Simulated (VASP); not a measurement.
# Ti (Fm-3m) in VASP: further runs, part 2 of 2

VASP 6.6.1. Earlier steps stand in the parts before.

## Step 4: Single point, LDA

This run uses another cell than the first one, of 16.65 Å³/atom, 0.995 times its volume.

INCAR

```
SYSTEM = Ti
ALGO     = Normal         ! electronic algorithm
EDIFF    = 1E-6           ! SCF threshold, eV
ENCUT    = 500            ! plane-wave cutoff, eV
GGA      = CA             ! functional
GGA_COMPAT= .FALSE.      
ISIF     = 2              ! what is computed and relaxed
ISMEAR   = -1             ! smearing method
LASPH    = .TRUE.         ! aspherical terms in the spheres
LCHARG   = .TRUE.         ! write CHGCAR
LELF     = .TRUE.         ! ELF
LREAL    = .FALSE.        ! projectors in reciprocal space
LVHAR    = .TRUE.       
LWAVE    = .FALSE.        ! write WAVECAR
NBANDS   = 12             ! bands
NELM     = 120            ! most SCF steps
PREC     = Accurate       ! precision mode
SIGMA    = 0.2            ! smearing width, eV
```

KPOINTS

```
k-points
0
G
  8 8 8
  0 0 0
```

POSCAR

```
Ti
1.0
    0.0000000000      2.0266110121      2.0266110121
    2.0266110121      0.0000000000      2.0266110121
    2.0266110121      2.0266110121      0.0000000000
Ti
1
Direct
    0.0000000000      0.0000000000      0.0000000000
```

Potentials or basis: VASP PAW LDA potentials, release 64 (Ti_sv).

Launch:

```
$ cat potpaw_LDA.64/Ti_sv/POTCAR > POTCAR
$ mpirun -np 1 vasp_std > vasp.out
```

OUTCAR:

```text
SYSTEM = Ti
   EDIFF = 1E-6
   ENCUT = 500
   GGA = CA
   ISIF = 2
   ISMEAR = -1
   LASPH = .TRUE.
   LREAL = .FALSE.
   NELM = 120
   PREC = Accurate

 ion  position               nearest neighbor table
   1  0.000  0.000  0.000-

  LATTYP: Found a face centered cubic cell.
 ALAT       =     4.0532220242

  Lattice vectors:

 A1 = (   0.0000000000,   2.0266110121,   2.0266110121)
 A2 = (   2.0266110121,   0.0000000000,   2.0266110121)
 A3 = (   2.0266110121,   2.0266110121,   0.0000000000)

Analysis of symmetry for initial positions (statically):
=====================================================================
 Subroutine PRICEL returns:
 Original cell was already a primitive cell.

 Routine SETGRP: Setting up the symmetry group for a
 face centered cubic supercell.

 Subroutine GETGRP returns: Found 48 space group operations
 (whereof 48 operations were pure point group operations)
 out of a pool of 48 trial point group operations.

The static configuration has the point symmetry O_h .

Analysis of symmetry for dynamics (positions and initial velocities):
=====================================================================
 Subroutine PRICEL returns:
 Original cell was already a primitive cell.

 Routine SETGRP: Setting up the symmetry group for a
 face centered cubic supercell.

 Subroutine GETGRP returns: Found 48 space group operations
 (whereof 48 operations were pure point group operations)
 out of a pool of 48 trial point group operations.

The dynamic configuration has the point symmetry O_h .

 Subroutine INISYM returns: Found 48 space group operations
 (whereof 48 operations are pure point group operations),
 and found     1 'primitive' translations

----------------------------------------------------------------------------------------

                                     Primitive cell

  volume of cell :      16.6472

  direct lattice vectors                    reciprocal lattice vectors
[... 106 lines left out ...]
  volume/ion in A,a.u.               =      16.65       112.34
  Fermi-wavevector in a.u.,A,eV,Ry     =   1.467872  2.773876 29.315768  2.154648
  Thomas-Fermi vector in A             =   2.583438
   LORBIT       =      0    0 simple, 1 ext, 2 COOP (PROOUT), +10 PAW based schemes
   GGA     = CA    functional components
   LHFCALC =     F    Hartree Fock is set to
   AEXX    =    0.0000 exact exchange contribution
   IVDW    =     0    specifies the selected vdW correction
   LEPSILON=     F    determine dielectric tensor
   LRPA    =     F    only Hartree local field effects (RPA)
 non-spin polarized calculation
  energy-cutoff  :      500.00
  volume of cell :       16.65
 maximum number of plane-waves:       444
 NGX is ok and might be reduce to    24
   NGX = 11   NGY = 11   NGZ = 11

 number of electron      12.0000001 magnetization

 Free energy of the ion-electron system (eV)
  ---------------------------------------------------
  ext. energy  EPLUGINS =         0.00000000
  ---------------------------------------------------
  free energy    TOTEN  =        -8.59666536 eV

  energy without entropy =       -8.38234746  energy(sigma->0) =       -8.48950641

 E-fermi :   8.4469     XC(G=0): -11.9863

 val. band max:        8.4209278996   @ k =  -0.3750   0.1250   0.0000
 cond. band min:       8.5178533757   @ k =   0.2500   0.0000   0.0000
 fundamental gap:      0.0969254761
 Fermi energy:         8.4468602828

 k-point     1 :       0.0000    0.0000    0.0000
  band No.  band energies     occupation
      1     -47.4844      2.00000
      2     -23.6604      2.00000
      3     -23.6604      2.00000
      4     -23.6604      2.00000
      5       2.3272      2.00000
      6       9.3267      0.02428
      7       9.3267      0.02428
      8       9.3267      0.02428
      9      11.0320      0.00000
     10      11.0320      0.00000
     11      24.0230      0.00000
     12      28.6201      0.00000
[... 331 lines left out ...]
 k-point    24 :      -0.3750    0.2500    0.1250
  band No.  band energies     occupation
      1     -47.3057      2.00000
      2     -24.3421      2.00000
      3     -23.9690      2.00000
      4     -23.8265      2.00000
      5       6.8252      1.99940
      6       7.6593      1.96176
      7       8.7338      0.38479
      8      10.0630      0.00062
      9      12.0455      0.00000
     10      14.3471      0.00000
     11      16.8925      0.00000
     12      22.4965      0.00000

 [... further k-points ...]
[... 5 lines left out ...]
  --------------------------------------------------------------------------------------
  -------------------------------------------------------------------------------------
  Total       -0.3502627     -0.3502627     -0.3502627     -0.0000000     -0.0000000     -0.0000000
  in kB      -33.7103529    -33.7103529    -33.7103529     -0.0000000     -0.0000000     -0.0000000
  external PRESSURE =     -33.7103529 kB  Pullay stress =       0.0000000 kB

 VOLUME and BASIS-vectors are now :
 -----------------------------------------------------------------------------
  energy-cutoff  :      500.00
  volume of cell :       16.65
      direct lattice vectors                 reciprocal lattice vectors
     0.000000000  2.026611012  2.026611012    -0.246717301  0.246717301  0.246717301
     2.026611012  0.000000000  2.026611012     0.246717301 -0.246717301  0.246717301
     2.026611012  2.026611012  0.000000000     0.246717301  0.246717301 -0.246717301

 POSITION                                       TOTAL-FORCE (eV/Angst)
 -----------------------------------------------------------------------------------
      0.00000      0.00000      0.00000         0.000000     -0.000000      0.000000
 -----------------------------------------------------------------------------------
    total drift:                                0.000000      0.000000     -0.000000

  FREE ENERGIE OF THE ION-ELECTRON SYSTEM (eV)
  ---------------------------------------------------
  free  energy   TOTEN  =        -8.5966653625 eV

  energy  without entropy=       -8.3823474632  energy(sigma->0) =       -8.48950641
```

It took 7.3 s on 1 thread of Intel Xeon 8259CL, shared host; peak memory 0.13 GiB.

Results:

| Item | Value |
| --- | --- |
| Free energy | -8.5967 eV |
| Pressure | -3.4 GPa |
| Band gap on the k mesh | zero (band 6 reaches 9.33 eV, above the bottom of band 7 at 8.06 eV) |

## Step 5: The runs side by side

```csv
cell,gap on the mesh (eV),pressure (GPa)
"a = 2.871 Å, angles 60.0°, 1 atom",none,-3.9
"a = 2.876 Å, angles 60.0°, 1 atom",none,-4.4
"a = 2.866 Å, angles 60.0°, 1 atom",none,-3.4
```

Alike in all rows: task single point; level LDA; potentials or basis VASP PAW LDA potentials, release 64 (Ti_sv); no spin polarisation; k mesh 8 × 8 × 8; cutoff (eV) 500; smearing fermi-dirac 0.2 eV.

Total energies depend on the potentials used, so only differences within one code and one set of settings carry meaning.
